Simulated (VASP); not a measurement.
A run of VASP 6.6.1 is set up as follows.

INCAR

```
SYSTEM = YF4
PREC = Accurate
ENCUT = 600
EDIFF = 1E-6
ISMEAR = 0
SIGMA = 0.1
LREAL = .False.
LASPH = .True.
NELM = 200
ALGO = Normal
ISIF = 2
LWAVE = .False.
LCHARG = .False.
ISPIN = 2
MAGMOM = 0 1 1 1 1
LORBIT = 11
LMAXMIX = 4
GGA = PE
NBANDS = 32
GGA_COMPAT = .False.
```

File KPOINTS:

```
regular mesh
0
Gamma
  4 4 4
  0 0 0
```

File POSCAR:

```
YF4
1.0
    0.0000000000      4.4357597514      4.4357597514
    4.4357597514      0.0000000000      4.4357597514
    4.4357597514      4.4357597514      0.0000000000
Y F
1 4
Direct
    0.2500000000      0.2500000000      0.2500000000
    0.3839426781      0.8481719658      0.3839426781
    0.3839426781      0.3839426781      0.3839426781
    0.8481719658      0.3839426781      0.3839426781
    0.3839426781      0.3839426781      0.8481719658
```

Potentials or basis: VASP PAW PBE potentials, release 64 (Y_sv, F).

The run is started by

```bash
$ cat potpaw_PBE.64/Y_sv/POTCAR potpaw_PBE.64/F/POTCAR > POTCAR
$ mpirun -np 1 vasp_std > vasp.out
```

Task: Estimate the net moment.

Result: 1.00 μB per cell.

Task: Predict the site moments.

Result: Y +0.01; F +0.22 μB.

Task: What does it give for the largest force?

Result: 0.058 eV/Å.

Task: Predict the pressure.

Result: 0.2 GPa.

Forces on the atoms (eV/Å):
```
Y    0.000  0.000  0.000
F   -0.033  0.033 -0.033
F    0.033  0.033  0.033
F    0.033 -0.033 -0.033
F   -0.033 -0.033  0.033
```
